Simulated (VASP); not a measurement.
TaC, 2 atoms in the cell. The structure is cubic, space group Fm-3m (No. 225). The conventional cell has a = 4.431 Å, b = 4.431 Å, c = 4.431 Å, α = 90.00°, β = 90.00°, γ = 90.00°. Ta (site symmetry m-3m) has 6 C at 2.22 Å within 2.9 Å. Within 2.9 Å of C (site symmetry m-3m) lie 6 Ta at 2.22 Å. 

```yaml
Program: VASP 6.6.1
Task: single point
Functional: revPBE
Dispersion: D3(BJ)
Potentials_or_basis: VASP PAW PBE potentials, release 64 (Ta_pv, C)
Cutoff: 600 eV
k_mesh: 13 × 13 × 13
Occupations: fermi-dirac, width 0.1 eV
Spin: no spin polarisation
Dipole_correction: no
Further_INCAR_settings: ALGO = Normal; EDIFF = 1e-06; NBANDS = 14
```

Potentials or basis: VASP PAW PBE potentials, release 64 (Ta_pv, C).

Command:

```bash
$ cat potpaw_PBE.64/Ta_pv/POTCAR potpaw_PBE.64/C/POTCAR > POTCAR
$ mpirun -np 1 vasp_std > vasp.out
```

Hardware: 1 thread of Intel Xeon 8259CL (shared host).

Problem. Estimate the wall time of this run.

Solution. Wall time 61 s on 1 thread of Intel Xeon 8259CL, on a shared host, peak memory 0.19 GiB. Counts: scf iterations 13, k points 84.
